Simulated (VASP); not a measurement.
# WS2 (P1) in VASP: a series of runs, part 2 of 3

VASP 6.6.1. The steps go on from the part before.

## Step 4: Single point, r2SCAN

Contents of POSCAR:

```
WS2
1.0
    1.5985959938      0.9229498273      6.0871025276
   -1.5985959938      0.9229498273      6.0871025276
    0.0000000000     -1.8458996547      6.0871025276
W S
1 2
Direct
    0.0005582683     -0.0001192012      0.0012661777
    0.2489568426      0.2488179708      0.2372957690
    0.7478418835      0.7518647886      0.7554441058
```

Contents of INCAR.step1:

```
PREC = Accurate
ENCUT = 520
ISMEAR = -1
SIGMA = 0.026
LREAL = F
LASPH = T
NELM = 80
NBANDS = 20
GGA = PE
ALGO = Normal
EDIFF = 1E-4
LWAVE = T
LCHARG = F
```

Contents of INCAR.step2:

```
PREC = Accurate
ENCUT = 520
EDIFF = 1E-6
ISMEAR = -1
SIGMA = 0.026
LREAL = F
LASPH = T
NELM = 80
ALGO = Normal
ISIF = 2
LWAVE = F
LCHARG = T
METAGGA = R2SCAN
LMIXTAU = T
LELF = T
LVHAR = T
NBANDS = 20
ISTART = 1
```

Contents of KPOINTS:

```
regular mesh
0
Gamma
  6 6 6
```

Potentials or basis: VASP PAW PBE potentials, release 64 (W_sv, S).

Launch:

```
$ cat potpaw_PBE.64/W_sv/POTCAR potpaw_PBE.64/S/POTCAR > POTCAR
$ cp INCAR.step1 INCAR
$ mpirun -np 1 vasp_std > vasp.out
$ cp INCAR.step2 INCAR
$ mpirun -np 1 vasp_std > vasp.out
```

OUTCAR:

```text
PREC = Accurate
   ENCUT = 520
   EDIFF = 1E-6
   ISMEAR = -1
   LREAL = F
   LASPH = T
   NELM = 80
   ISIF = 2
   METAGGA = R2SCAN
   ISTART = 1

 ion  position               nearest neighbor table
   1  0.001  1.000  0.001-   3 2.40   3 2.41   3 2.41   2 2.45   2 2.45   2 2.48
   2  0.249  0.249  0.237-   1 2.45   1 2.45   1 2.48
   3  0.748  0.752  0.755-   1 2.40   1 2.41   1 2.41

  LATTYP: Found a trigonal (rhomboedric) cell.
 ALAT       =     6.3608303480
 COS(alpha) =     0.8736777620

  Lattice vectors:

 A1 = (   1.5985959938,   0.9229498273,   6.0871025276)
 A2 = (  -1.5985959938,   0.9229498273,   6.0871025276)
 A3 = (   0.0000000000,  -1.8458996547,   6.0871025276)

Analysis of symmetry for initial positions (statically):
=====================================================================
 Subroutine PRICEL returns:
 Original cell was already a primitive cell.

 Routine SETGRP: Setting up the symmetry group for a
 trigonal (rhombohedral) supercell.

 Subroutine GETGRP returns: Found  1 space group operations
 (whereof  1 operations were pure point group operations)
 out of a pool of 12 trial point group operations.

The static configuration has the point symmetry C_1 .

Analysis of symmetry for dynamics (positions and initial velocities):
=====================================================================
 Subroutine PRICEL returns:
 Original cell was already a primitive cell.

 Routine SETGRP: Setting up the symmetry group for a
 trigonal (rhombohedral) supercell.

 Subroutine GETGRP returns: Found  1 space group operations
 (whereof  1 operations were pure point group operations)
 out of a pool of 12 trial point group operations.

[... 113 lines left out ...]
   NELECT =      26.0000    total number of electrons
   NUPDOWN=      -1.0000    fix difference up-down
   EMIN   =  10.00;   EMAX   =-10.00  energy-range for DOS
   EFERMI =   0.00;   METHOD = LEGACY
   ISMEAR =    -1;   SIGMA  =   0.03  broadening in eV -4-tet -1-fermi 0-gaus
   EFERMI_NEDOS =   21; number of points for ismear=-14 and -15
   IALGO  =     38    algorithm
   IMIX   =      4    mixing-type and parameters
     AMIX     =   0.40;   BMIX     =  1.00
     AMIX_MAG =   1.60;   BMIX_MAG =  1.00
  volume/ion in A,a.u.               =      17.96       121.21
  Fermi-wavevector in a.u.,A,eV,Ry     =   1.284024  2.426453 22.432156  1.648717
  Thomas-Fermi vector in A             =   2.416242
   LORBIT       =      0    0 simple, 1 ext, 2 COOP (PROOUT), +10 PAW based schemes
   METAGGA = R2SCAN    functional components
   LHFCALC =     F    Hartree Fock is set to
   AEXX    =    0.0000 exact exchange contribution
   IVDW    =     0    specifies the selected vdW correction
   LEPSILON=     F    determine dielectric tensor
   LRPA    =     F    only Hartree local field effects (RPA)
 non-spin polarized calculation
  energy-cutoff  :      520.00
  volume of cell :       53.89
 maximum number of plane-waves:      1468
   NGX = 23   NGY = 23   NGZ = 23

 number of electron      26.0000001 magnetization

 Free energy of the ion-electron system (eV)
  ---------------------------------------------------
  ext. energy  EPLUGINS =         0.00000000
  ---------------------------------------------------
  free energy    TOTEN  =       -69.13896323 eV

  energy without entropy =      -69.13796812  energy(sigma->0) =      -69.13846568

 E-fermi :   7.2243     XC(G=0): -11.6474

 val. band max:        7.1822734630   @ k =   0.3333   0.3333   0.3333
 cond. band min:       7.2504190534   @ k =   0.5000   0.3333  -0.3333
 fundamental gap:      0.0681455904
 Fermi energy:         7.2242756622

 k-point     1 :       0.0000    0.0000    0.0000
  band No.  band energies     occupation
      1     -69.5053      2.00000
      2     -32.9920      2.00000
      3     -32.9834      2.00000
      4     -32.9813      2.00000
      5      -8.9038      2.00000
      6      -6.9613      2.00000
[... 541 lines left out ...]
     19      14.8270      0.00000
     20      16.2042      0.00000

 [... further k-points ...]

------------------------ aborting loop because EDIFF is reached ----------------------------------------

  FORCE on cell =-STRESS in cart. coord.  units (eV):
  Direction    XX          YY          ZZ          XY          YZ          ZX
  --------------------------------------------------------------------------------------
  -------------------------------------------------------------------------------------
  Total        0.2856411     -0.0417153     -0.7446945      0.0467189      0.4057608      0.1015840
  in kB        8.4928332     -1.2403023    -22.1416521      1.3890723     12.0642960      3.0203495
  external PRESSURE =      -4.9630404 kB  Pullay stress =       0.0000000 kB

 VOLUME and BASIS-vectors are now :
 -----------------------------------------------------------------------------
  energy-cutoff  :      520.00
  volume of cell :       53.89
      direct lattice vectors                 reciprocal lattice vectors
     1.598595994  0.922949827  6.087102528     0.312774461  0.180580419  0.054760591
    -1.598595994  0.922949827  6.087102528    -0.312774461  0.180580419  0.054760591
     0.000000000 -1.845899655  6.087102528     0.000000000 -0.361160838  0.054760591

 POSITION                                       TOTAL-FORCE (eV/Angst)
 -----------------------------------------------------------------------------------
     -1.59751      0.92102      6.09748        -0.050990      0.045016     -0.970287
      0.00022      0.02140      4.47445        -0.008914     -0.157003      0.959776
     -0.00643     -0.01032     13.72733         0.059904      0.111987      0.010510
 -----------------------------------------------------------------------------------
    total drift:                                0.000003     -0.000006      0.000065

  FREE ENERGIE OF THE ION-ELECTRON SYSTEM (eV)
  ---------------------------------------------------
  free  energy   TOTEN  =       -69.1389632350 eV

  energy  without entropy=      -69.1379681249  energy(sigma->0) =      -69.13846568
```

OUTCAR.step1:

```text
PREC = Accurate
   ENCUT = 520
   ISMEAR = -1
   LREAL = F
   LASPH = T
[... 776 lines left out ...]
     -1.59751      0.92102      6.09748        -0.051653      0.046270     -0.965240
      0.00022      0.02140      4.47445        -0.007892     -0.154873      0.646718
     -0.00643     -0.01032     13.72733         0.059545      0.108604      0.318522
 -----------------------------------------------------------------------------------
    total drift:                                0.000105     -0.000039     -0.001036

  FREE ENERGIE OF THE ION-ELECTRON SYSTEM (eV)
  ---------------------------------------------------
  free  energy   TOTEN  =       -22.7811863374 eV

  energy  without entropy=      -22.7800544612  energy(sigma->0) =      -22.78062040
```

OSZICAR.step1:

```text
N       E                     dE             d eps       ncg     rms          rms(c)
DAV:   1     0.196568182486E+03    0.19657E+03   -0.12993E+04  4480   0.129E+03
DAV:   2    -0.139718305198E+02   -0.21054E+03   -0.20385E+03  5156   0.339E+02
DAV:   3    -0.241395823744E+02   -0.10168E+02   -0.10042E+02  5696   0.699E+01
DAV:   4    -0.242911143454E+02   -0.15153E+00   -0.15130E+00  5372   0.907E+00
DAV:   5    -0.242936995600E+02   -0.25852E-02   -0.25850E-02  5728   0.124E+00    0.249E+01
DAV:   6    -0.230372229780E+02    0.12565E+01   -0.95164E+00  4920   0.184E+01    0.107E+01
DAV:   7    -0.228571727623E+02    0.18005E+00   -0.25010E+00  4832   0.804E+00    0.590E+00
DAV:   8    -0.227817490608E+02    0.75424E-01   -0.43272E-01  5116   0.398E+00    0.129E+00
DAV:   9    -0.227816054465E+02    0.14361E-03   -0.14701E-02  5104   0.842E-01    0.536E-01
DAV:  10    -0.227812072907E+02    0.39816E-03   -0.43956E-03  5272   0.451E-01    0.954E-02
DAV:  11    -0.227811863374E+02    0.20953E-04   -0.66110E-04  5024   0.163E-01
   1 F= -.22781186E+02 E0= -.22780620E+02  d E =-.113188E-02
```

Wall time 21 min (1 thread of Intel Xeon Platinum 8259CL at 2.50GHz (Skylake/Cascade Lake), shared host); peak memory 0.42 GiB.

Results:

| Quantity | Value |
| --- | --- |
| Free energy | -69.1390 eV |
| Pressure | -0.5 GPa |
| Largest force | 0.973 eV/Å |
| Band gap on the k mesh | zero (bands 13 and 14 overlap by 1.15 eV) |

Forces on the atoms (eV/Å):
```
W   -0.051  0.045 -0.970
S   -0.009 -0.157  0.960
S    0.060  0.112  0.011
```

Stress tensor (GPa, compression positive):
```
 0.85  0.14  0.30
 0.14 -0.12  1.21
 0.30  1.21 -2.21
```

Caveat: the k points lie up to 0.38 Å⁻¹ apart, too coarse for converged energies and pressures of a metal; the atoms stand as in a frame of molecular dynamics; the PAW data sets were made with another functional, which shifts forces and pressure a little; spin-orbit coupling is left out, which moves the levels of the heavy elements.

## Step 5: Single point, r2SCAN

Contents of POSCAR:

```
WS2
1.0
    1.5985959938      0.9229498273      6.0871025276
   -1.5985959938      0.9229498273      6.0871025276
    0.0000000000     -1.8458996547      6.0871025276
W S
1 2
Direct
    0.0020633064     -0.0022679943      0.0034395604
    0.2681671401      0.2460858888      0.2135585990
    0.7200005825      0.7669198794      0.7667182666
```

Contents of INCAR.step1:

```
ALGO = Normal
EDIFF = 1E-4
ENCUT = 520
GGA = PE
ISMEAR = -1
LASPH = T
LCHARG = F
LREAL = F
LWAVE = T
NBANDS = 20
NELM = 80
PREC = Accurate
SIGMA = 0.069
```

Contents of INCAR.step2:

```
ALGO = Normal
EDIFF = 1E-6
ENCUT = 520
ISIF = 2
ISMEAR = -1
ISTART = 1
LASPH = T
LCHARG = F
LMIXTAU = T
LREAL = F
LWAVE = F
METAGGA = R2SCAN
NBANDS = 20
NELM = 80
PREC = Accurate
SIGMA = 0.069
```

Contents of KPOINTS:

```
k-points
0
Gamma
  6 6 6
```

Launch:

```
$ cat potpaw_PBE.64/W_sv/POTCAR potpaw_PBE.64/S/POTCAR > POTCAR
$ cp INCAR.step1 INCAR
$ mpirun -np 1 vasp_std > vasp.out
$ cp INCAR.step2 INCAR
$ mpirun -np 1 vasp_std > vasp.out
```

Wall time 19 min (1 thread of Intel Xeon Platinum 8259CL at 2.50GHz (Skylake/Cascade Lake), shared host); peak memory 0.41 GiB.

The run converged. Its results:

```yaml
Free_energy: -69.0059 eV
Pressure: -1.3 GPa
Largest_force: 1.874 eV/Å
Band_gap_on_the_k_mesh: zero (bands 13 and 14 overlap by 0.92 eV)
```

Forces on the atoms (eV/Å):
```
W   -0.478 -0.033 -1.812
S   -0.327 -0.484  1.525
S    0.805  0.517  0.287
```

Stress tensor (GPa, compression positive):
```
 1.50  2.06  4.98
 2.06 -1.87  4.49
 4.98  4.49 -3.58
```

Levels at points of the mesh, in eV from the Fermi level:
| k point | band 9 | band 10 | band 11 | band 12 | band 13 | band 14 | band 15 | band 16 | band 17 | band 18 |
| --- | --- | --- | --- | --- | --- | --- | --- | --- | --- | --- |
| (0.00, 0.00, 0.00) | -4.01 | -1.98 | -1.03 | -0.76 | -0.51 | -0.18 | -0.13 | 3.40 | 3.75 | 6.34 |
| (0.50, 0.00, 0.00) | -5.41 | -4.17 | -3.43 | -2.06 | -1.58 | 1.98 | 2.79 | 3.64 | 4.54 | 6.01 |
| (0.00, 0.50, 0.00) | -5.61 | -4.39 | -3.17 | -1.82 | -1.63 | 2.00 | 2.78 | 3.70 | 4.50 | 5.83 |
| (0.00, 0.00, 0.50) | -5.66 | -4.45 | -3.00 | -1.89 | -1.58 | 2.00 | 2.76 | 3.74 | 4.33 | 5.80 |
| (0.50, 0.50, 0.00) | -4.81 | -4.33 | -3.19 | -2.14 | -1.91 | 2.00 | 2.43 | 4.14 | 4.51 | 4.74 |
| (0.50, 0.00, 0.50) | -4.80 | -4.28 | -3.25 | -2.14 | -1.90 | 1.99 | 2.48 | 4.15 | 4.56 | 4.78 |
| (0.00, 0.50, 0.50) | -4.76 | -4.06 | -3.21 | -2.51 | -1.91 | 1.98 | 2.55 | 4.18 | 4.49 | 4.89 |
| (0.50, 0.50, 0.50) | -4.14 | -3.97 | -0.76 | -0.60 | -0.31 | -0.24 | 0.12 | 3.48 | 4.00 | 6.63 |

Caveat: the k points lie up to 0.38 Å⁻¹ apart, too coarse for converged energies and pressures of a metal; the PAW data sets were made with another functional, which shifts forces and pressure a little; spin-orbit coupling is left out, which moves the levels of the heavy elements.

## Step 6: Single point, r2SCAN

Contents of POSCAR:

```
WS2
1.0
    1.5985959938      0.9229498273      6.0871025276
   -1.5985959938      0.9229498273      6.0871025276
    0.0000000000     -1.8458996547      6.0871025276
W S
1 2
Direct
   -0.0034152352     -0.0021328599      0.0025312246
    0.2579830979      0.2608293454      0.2409702249
    0.7616011397      0.7514009389      0.7445150139
```

Contents of INCAR.step1:

```
SYSTEM = WS2
PREC = Accurate
ENCUT = 520
ISMEAR = -1
SIGMA = 0.069
LREAL = .FALSE.
LASPH = .TRUE.
NELM = 60
NBANDS = 20
GGA = PE
ALGO = Normal
EDIFF = 1E-4
LWAVE = .TRUE.
LCHARG = .FALSE.
```

Contents of INCAR.step2:

```
SYSTEM = WS2
PREC = Accurate
ENCUT = 520
EDIFF = 1E-6
ISMEAR = -1
SIGMA = 0.069
LREAL = .FALSE.
LASPH = .TRUE.
NELM = 60
ALGO = Normal
ISIF = 2
LWAVE = .FALSE.
LCHARG = .FALSE.
METAGGA = R2SCAN
LMIXTAU = .TRUE.
NBANDS = 20
ISTART = 1
```

Contents of KPOINTS:

```
regular mesh
0
G
  6 6 6
  0 0 0
```

Potentials or basis: VASP PAW PBE potentials, release 64 (W_sv, S).

Launch:

```
$ cat potpaw_PBE.64/W_sv/POTCAR potpaw_PBE.64/S/POTCAR > POTCAR
$ cp INCAR.step1 INCAR
$ mpirun -np 1 vasp_std > vasp.out
$ cp INCAR.step2 INCAR
$ mpirun -np 1 vasp_std > vasp.out
```

Wall time 22 min (1 thread of Intel Xeon Platinum 8259CL at 2.50GHz (Skylake/Cascade Lake), shared host); peak memory 0.42 GiB.

It converged, with:

```
Free energy            : -69.0650 eV
Pressure               : 7.1 GPa
Largest force          : 2.038 eV/Å
Band gap on the k mesh : zero (bands 13 and 14 overlap by 1.32 eV)
```

Forces in eV/Å, atoms in the order of the input:
```
W    0.048  0.481  1.980
S    0.073 -0.369 -1.846
S   -0.121 -0.111 -0.135
```

Stress tensor (GPa, compression positive):
```
 7.20 -0.32 -0.86
-0.32  5.88  1.04
-0.86  1.04  8.32
```

Levels at points of the mesh, in eV from the Fermi level:
```csv
k point,band 9,band 10,band 11,band 12,band 13,band 14,band 15,band 16,band 17,band 18
"(0.00, 0.00, 0.00)",-4.75,-2.18,-0.99,-0.94,-0.85,-0.48,-0.41,3.87,3.97,6.23
"(0.50, 0.00, 0.00)",-5.69,-4.84,-3.36,-2.13,-1.80,1.76,2.64,4.08,4.67,5.84
"(0.00, 0.50, 0.00)",-5.67,-4.80,-3.42,-2.17,-1.78,1.75,2.64,4.05,4.72,5.88
"(0.00, 0.00, 0.50)",-5.73,-4.88,-3.39,-2.03,-1.83,1.76,2.66,4.13,4.78,5.77
"(0.50, 0.50, 0.00)",-5.06,-4.81,-3.38,-2.24,-2.09,1.77,2.51,4.34,4.64,4.84
"(0.50, 0.00, 0.50)",-5.04,-4.73,-3.34,-2.40,-2.07,1.75,2.50,4.29,4.51,4.96
"(0.00, 0.50, 0.50)",-5.05,-4.76,-3.32,-2.35,-2.09,1.76,2.49,4.23,4.59,4.91
"(0.50, 0.50, 0.50)",-4.75,-4.19,-0.98,-0.96,-0.56,-0.52,0.23,3.98,4.10,6.17
```

Caveat: the k points lie up to 0.38 Å⁻¹ apart, too coarse for converged energies and pressures of a metal; the PAW data sets were made with another functional, which shifts forces and pressure a little; spin-orbit coupling is left out, which moves the levels of the heavy elements.

(Continued in part 3 of 3.)

The gap in the log of VASP goes by the Fermi energy; the results here count the filled bands.